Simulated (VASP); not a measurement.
# WC (P3m1) in VASP: single point with PBEsol

Aim: the single point of WC with PBEsol.

All numbers are computed with VASP 6.6.1; they aren't measurements. Logs are shortened: lines on timing, memory, paths and dates and some standing lists are left out, and cuts for length are marked.

### Step 1. The cell of the first run

It takes space group P3m1 (No. 156, trigonal). The conventional cell has a = 2.901 Å, b = 2.901 Å, c = 2.829 Å, α = 90.00°, β = 90.00°, γ = 120.00°. Within 3.0 Å of W (site symmetry 3m) lie 6 C at 2.14 to 2.24 Å and 8 W at 2.83 to 2.90 Å. Within 3.0 Å of C (site symmetry 3m) lie 6 W at 2.14 to 2.24 Å and 8 C at 2.83 to 2.90 Å.

### Step 2. Single point, PBEsol (all W atoms moved +0.075 Å, as atom 1 along Cartesian [0 0 1])

The input, INCAR:

```
SYSTEM = WC
ALGO = Normal ; EDIFF = 1E-6
ENCUT = 1300 ; GGA = PS
GGA_COMPAT = .False. ; ISIF = 2
ISMEAR = 0 ; LASPH = .True.
LCHARG = .False. ; LREAL = .False.
LWAVE = .False. ; NBANDS = 16
NELM = 120 ; PREC = Accurate
SIGMA = 0.15
```

The input, KPOINTS:

```
k-points
0
Gamma
  6 6 6
  0 0 0
```

The input, POSCAR:

```
WC
1.0
    2.9005014360      0.0000000000      0.0000000000
   -1.4502507180      2.5119079273      0.0000000000
    0.0000000000      0.0000000000      2.8290000000
W C
1 1
Direct
    0.0000000000      0.0000000000      0.0265111347
    0.6666666667      0.3333333333      0.5000000000
```

Potentials or basis: VASP PAW PBE potentials, release 64 (W_sv, C_h).

Command:

```console
> cat potpaw_PBE.64/W_sv/POTCAR potpaw_PBE.64/C_h/POTCAR > POTCAR
> mpirun -np 1 vasp_std > vasp.out
```

OUTCAR:

```text
SYSTEM = WC
   EDIFF = 1E-6
   ENCUT = 1300
   GGA = PS
   ISIF = 2
   ISMEAR = 0
   LASPH = .True.
   LREAL = .False.
   NELM = 120
   PREC = Accurate

 ion  position               nearest neighbor table
   1  0.000  0.000  0.027-   2 2.14   2 2.14   2 2.14   2 2.24   2 2.24   2 2.24
   2  0.667  0.333  0.500-   1 2.14   1 2.14   1 2.14   1 2.24   1 2.24   1 2.24

  LATTYP: Found a hexagonal cell.
 ALAT       =     2.9005014360
 C/A-ratio  =     0.9753485949

  Lattice vectors:

 A1 = (   2.9005014360,   0.0000000000,   0.0000000000)
 A2 = (  -1.4502507180,   2.5119079273,   0.0000000000)
 A3 = (   0.0000000000,   0.0000000000,   2.8290000000)

Analysis of symmetry for initial positions (statically):
=====================================================================
 Subroutine PRICEL returns:
 Original cell was already a primitive cell.

 Routine SETGRP: Setting up the symmetry group for a
 hexagonal supercell.

 Subroutine GETGRP returns: Found  6 space group operations
 (whereof  6 operations were pure point group operations)
 out of a pool of 24 trial point group operations.

The static configuration has the point symmetry C_3v.

Analysis of symmetry for dynamics (positions and initial velocities):
=====================================================================
 Subroutine PRICEL returns:
 Original cell was already a primitive cell.

 Routine SETGRP: Setting up the symmetry group for a
 hexagonal supercell.

 Subroutine GETGRP returns: Found  6 space group operations
 (whereof  6 operations were pure point group operations)
 out of a pool of 24 trial point group operations.

The dynamic configuration has the point symmetry C_3v.

 Subroutine INISYM returns: Found  6 space group operations
 (whereof  6 operations are pure point group operations),
 and found     1 'primitive' translations

----------------------------------------------------------------------------------------

                                     Primitive cell

  volume of cell :      20.6115

  direct lattice vectors                    reciprocal lattice vectors
     2.900501436  0.000000000  0.000000000     0.344767973  0.199051882  0.000000000
    -1.450250718  2.511907927  0.000000000     0.000000000  0.398103764  0.000000000
     0.000000000  0.000000000  2.829000000     0.000000000  0.000000000  0.353481796

  length of vectors
     2.900501436  2.900501436  2.829000000     0.398103764  0.398103764  0.353481796

  position of ions in fractional coordinates (direct lattice)
     0.000000000  0.000000000  0.026511135
     0.666666667  0.333333333  0.500000000

  ion indices of the primitive-cell ions
   primitive index   ion index
                 1           1
                 2           2

----------------------------------------------------------------------------------------

 KPOINTS: k-points

Automatic generation of k-mesh.
 Grid dimensions read from file:
 generate k-points for:    6    6    6

 Generating k-lattice:

  Cartesian coordinates                     Fractional coordinates (reciprocal lattice)
     0.057461329  0.033175314  0.000000000     0.166666667 -0.000000000  0.000000000
     0.000000000  0.066350627  0.000000000     0.000000000  0.166666667  0.000000000
     0.000000000  0.000000000  0.058913633     0.000000000  0.000000000  0.166666667

  Length of vectors
     0.066350627  0.066350627  0.058913633

  Shift w.r.t. Gamma in fractional coordinates (k-lattice)
     0.000000000  0.000000000  0.000000000

 Subroutine IBZKPT returns following result:
 ===========================================

 Found     34 irreducible k-points:

 Following reciprocal coordinates:
            Coordinates               Weight
  0.000000  0.000000  0.000000      1.000000
  0.166667 -0.000000  0.000000      6.000000
  0.333333 -0.000000  0.000000      6.000000
  0.500000 -0.000000  0.000000      3.000000
  0.166667  0.166667  0.000000      6.000000
  0.333333  0.166667  0.000000     12.000000
[... 16 lines left out ...]
  0.500000 -0.000000  0.333333      6.000000
  0.166667  0.166667  0.333333     12.000000
 [... further k-points ...]
   k-points           NKPTS =     34   k-points in BZ     NKDIM =     34   number of bands    NBANDS=     16
   number of dos      NEDOS =    301   number of ions     NIONS =      2
   total plane-waves  NPLWV =  46656
   dimension x,y,z NGX =    36 NGY =   36 NGZ =   36
   dimension x,y,z NGXF=    72 NGYF=   72 NGZF=   72
   ions per type =               1   1
   NGX,Y,Z   is equivalent  to a cutoff of  20.63, 20.63, 21.16 a.u.
   NGXF,Y,Z  is equivalent  to a cutoff of  41.27, 41.27, 42.31 a.u.
 SYSTEM =  WC
   PREC   = accura    normal or accurate (medium, high low for compatibility)
   ISTART =      0    job   : 0-new  1-cont  2-samecut
   ICHARG =      2    charge: 1-file 2-atom 10-const
   ISPIN  =      1    spin polarized calculation?
   LNONCOLLINEAR =      F non collinear calculations
   LSORBIT =      F    spin-orbit coupling
   LASPH  =      T    aspherical Exc in radial PAW
   ENCUT  = 1300.0 eV  95.55 Ry    9.77 a.u.   8.53  8.53  8.32*2*pi/ulx,y,z
   NELM   =    120;   NELMIN=  2; NELMDL= -5     # of ELM steps
   EDIFF  = 0.1E-05   stopping-criterion for ELM
   LREAL  =      F    real-space projection
   EDIFFG = 0.1E-04   stopping-criterion for IOM
   NSW    =      0    number of steps for IOM
   IBRION =     -1    ionic relax: 0-MD 1-quasi-New 2-CG
   NFREE  =      0    steps in history (QN), initial steepest desc. (CG)
   ISIF   =      2    stress and relaxation
   ISYM   =      2    0-nonsym 1-usesym 2-fastsym
   POTIM  = 0.5000    time-step for ionic-motion
   TEBEG  =    0.0;   TEEND  =   0.0 temperature during run
   PSTRESS=    0.0 pullay stress
   NELECT =      18.0000    total number of electrons
   NUPDOWN=      -1.0000    fix difference up-down
   EMIN   =  10.00;   EMAX   =-10.00  energy-range for DOS
   EFERMI =   0.00;   METHOD = LEGACY
   ISMEAR =     0;   SIGMA  =   0.15  broadening in eV -4-tet -1-fermi 0-gaus
   EFERMI_NEDOS =   21; number of points for ismear=-14 and -15
   IALGO  =     38    algorithm
   IMIX   =      4    mixing-type and parameters
     AMIX     =   0.40;   BMIX     =  1.00
     AMIX_MAG =   1.60;   BMIX_MAG =  1.00
  volume/ion in A,a.u.               =      10.31        69.55
  Fermi-wavevector in a.u.,A,eV,Ry     =   1.564813  2.957068 33.315762  2.448639
  Thomas-Fermi vector in A             =   2.667381
   LORBIT       =      0    0 simple, 1 ext, 2 COOP (PROOUT), +10 PAW based schemes
   GGA     = PS    functional components
   LHFCALC =     F    Hartree Fock is set to
   AEXX    =    0.0000 exact exchange contribution
   IVDW    =     0    specifies the selected vdW correction
   LEPSILON=     F    determine dielectric tensor
   LRPA    =     F    only Hartree local field effects (RPA)
 non-spin polarized calculation
 Gauss-broadening in eV      SIGMA  =   0.15
  energy-cutoff  :     1300.00
  volume of cell :       20.61
 maximum number of plane-waves:      2236
 NGX is ok and might be reduce to    36
   NGX = 17   NGY = 17   NGZ = 17

 number of electron      18.0000000 magnetization

 Free energy of the ion-electron system (eV)
  ---------------------------------------------------
  ext. energy  EPLUGINS =         0.00000000
  ---------------------------------------------------
  free energy    TOTEN  =       -23.86513557 eV

  energy without entropy =      -23.85862178  energy(sigma->0) =      -23.86187868

 E-fermi :  11.5980     XC(G=0): -14.0007

 val. band max:       11.5908729186   @ k =   0.0000   0.0000   0.0000
 cond. band min:      11.6664544389   @ k =   0.0000   0.1667   0.3333
 fundamental gap:      0.0755815202
 Fermi energy:        11.5979814768

 k-point     1 :       0.0000    0.0000    0.0000
  band No.  band energies     occupation
      1     -62.5402      2.00000
      2     -26.5334      2.00000
      3     -26.4246      2.00000
      4     -26.4246      2.00000
      5      -3.1172      2.00000
      6       6.9235      2.00000
[... 8 lines left out ...]
     15      25.5745      0.00000
     16      28.1339      0.00000

 k-point     2 :       0.1667   -0.0000    0.0000
  band No.  band energies     occupation
      1     -62.5251      2.00000
      2     -26.6446      2.00000
      3     -26.5047      2.00000
      4     -26.4746      2.00000
      5      -2.4093      2.00000
      6       6.5736      2.00000
[... 8 lines left out ...]
     15      24.9962      0.00000
     16      29.5692      0.00000

 k-point     3 :       0.3333   -0.0000    0.0000
  band No.  band energies     occupation
      1     -62.4948      2.00000
      2     -27.0642      2.00000
      3     -26.5732      2.00000
      4     -26.4471      2.00000
      5      -0.7797      2.00000
      6       5.0128      2.00000
[... 8 lines left out ...]
     15      26.3098      0.00000
     16      28.0419      0.00000

 k-point     4 :       0.5000   -0.0000    0.0000
  band No.  band energies     occupation
      1     -62.4796      2.00000
      2     -27.2651      2.00000
      3     -26.6217      2.00000
      4     -26.4181      2.00000
      5       0.2651      2.00000
      6       4.2933      2.00000
[... 8 lines left out ...]
     15      24.2589      0.00000
     16      29.2681      0.00000
[... 324 lines left out ...]
 k-point    22 :       0.0000    0.3333    0.3333
  band No.  band energies     occupation
      1     -62.4636      2.00000
      2     -27.0056      2.00000
      3     -26.9737      2.00000
      4     -26.5136      2.00000
      5       0.1190      2.00000
      6       4.6675      2.00000
[... 8 lines left out ...]
     15      25.1736      0.00000
     16      29.0035      0.00000

 k-point    23 :       0.5000   -0.0000    0.3333
  band No.  band energies     occupation
      1     -62.4486      2.00000
      2     -27.1772      2.00000
      3     -26.9540      2.00000
      4     -26.5599      2.00000
      5       0.2795      2.00000
      6       4.3035      2.00000
[... 8 lines left out ...]
     15      25.5181      0.00000
     16      27.5173      0.00000

 k-point    24 :       0.1667    0.1667    0.3333
  band No.  band energies     occupation
      1     -62.4710      2.00000
      2     -27.0174      2.00000
      3     -26.8455      2.00000
      4     -26.5310      2.00000
      5       0.0273      2.00000
      6       5.3342      2.00000
[... 8 lines left out ...]
     15      25.4503      0.00000
     16      27.9109      0.00000

 [... further k-points ...]

------------------------ aborting loop because EDIFF is reached ----------------------------------------

  FORCE on cell =-STRESS in cart. coord.  units (eV):
  Direction    XX          YY          ZZ          XY          YZ          ZX
  --------------------------------------------------------------------------------------
  -------------------------------------------------------------------------------------
  Total        0.3032586      0.3032586      0.0665926     -0.0000000      0.0000000      0.0000000
  in kB       23.5729509     23.5729509      5.1763848     -0.0000000      0.0000000      0.0000000
  external PRESSURE =      17.4407622 kB  Pullay stress =       0.0000000 kB

 VOLUME and BASIS-vectors are now :
 -----------------------------------------------------------------------------
  energy-cutoff  :     1300.00
  volume of cell :       20.61
      direct lattice vectors                 reciprocal lattice vectors
     2.900501436  0.000000000  0.000000000     0.344767973  0.199051882  0.000000000
    -1.450250718  2.511907927  0.000000000     0.000000000  0.398103764  0.000000000
     0.000000000  0.000000000  2.829000000     0.000000000  0.000000000  0.353481796

 POSITION                                       TOTAL-FORCE (eV/Angst)
 -----------------------------------------------------------------------------------
      0.00000      0.00000      0.07500         0.000000      0.000000     -1.067294
      1.45025      0.83730      1.41450        -0.000000     -0.000000      1.067294
 -----------------------------------------------------------------------------------
    total drift:                               -0.000000      0.000000      0.000411

  FREE ENERGIE OF THE ION-ELECTRON SYSTEM (eV)
  ---------------------------------------------------
  free  energy   TOTEN  =       -23.8651355712 eV

  energy  without entropy=      -23.8586217810  energy(sigma->0) =      -23.86187868
```

Run time: 14 s. Hardware: 1 thread of Intel Xeon 6975P-C (Granite Rapids), shared host; peak memory 0.23 GiB.

Results:

| Property | Result |
| --- | --- |
| Free energy | -23.8651 eV |
| Pressure | 1.7 GPa |
| Largest force | 1.067 eV/Å |
| Band gap on the k mesh | zero (bands 9 and 10 overlap by 0.94 eV) |

Forces in eV/Å, atoms in the order of the input:
```
W    0.000  0.000 -1.067
C    0.000  0.000  1.067
```

Caveat: the k points lie up to 0.42 Å⁻¹ apart, too coarse for converged energies and pressures of a metal; the cell differs from its parent crystal (all W atoms moved +0.075 Å, as atom 1 along Cartesian [0 0 1]); the PAW data sets were made with another functional, which shifts forces and pressure a little; spin-orbit coupling is left out, which moves the levels of the heavy elements.

The gap in the log of VASP goes by the Fermi energy; the results here count the filled bands.